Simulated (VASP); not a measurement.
The system is SiC5N8.

```xyz
14
Lattice="6.5548 0.0000 0.0455 0.0000 2.4927 0.0000 -3.2382 0.0000 5.8046" Properties=species:S:1:pos:R:3 pbc="T T T"
Si    1.2590    1.2463    4.8438
C     4.6568    0.0000    1.4436
C     3.1960    0.0000    3.3734
C     0.1142    1.2463    2.3440
C    -1.3953    1.2463    4.4570
C     2.0729    0.0000    1.0366
N    -0.0681    1.2463    3.8261
N     3.3021    0.0000    1.9179
N     2.5121    1.2463    3.7352
N     1.4476    0.0000    5.8584
N    -2.1281    0.0000    4.1306
N     5.3112    1.2463    1.9244
N     0.8220    0.0000    1.8736
N     2.1139    1.2463    0.1859
```

Base run:

- Program: VASP 6.6.1
- Functional: r2SCAN
- Potentials or basis: VASP PAW PBE potentials, release 64 (Si, C, N)
- Cutoff: 520 eV
- k mesh: 4 × 10 × 4
- Occupations: gaussian, width 0.01 eV
- Spin: no spin polarisation

Its results: band gap on the k mesh 3.32 eV, indirect (least direct gap 3.43 eV); pressure 0.9 GPa; largest force 0.112 eV/Å.

**Question.** The run is repeated on the same cell with these changes: functional from r2SCAN to PBE; occupations from gaussian, width 0.01 eV to fermi-dirac, width 0.02 eV. What comes out?

**Answer.** Band gap on the k mesh 2.81 eV, indirect (least direct gap 3.01 eV); pressure 6.2 GPa; largest force 0.355 eV/Å.

Caveats: the PAW data sets were made with another functional, which shifts forces and pressure a little (some runs).

A k mesh can miss the band edges.
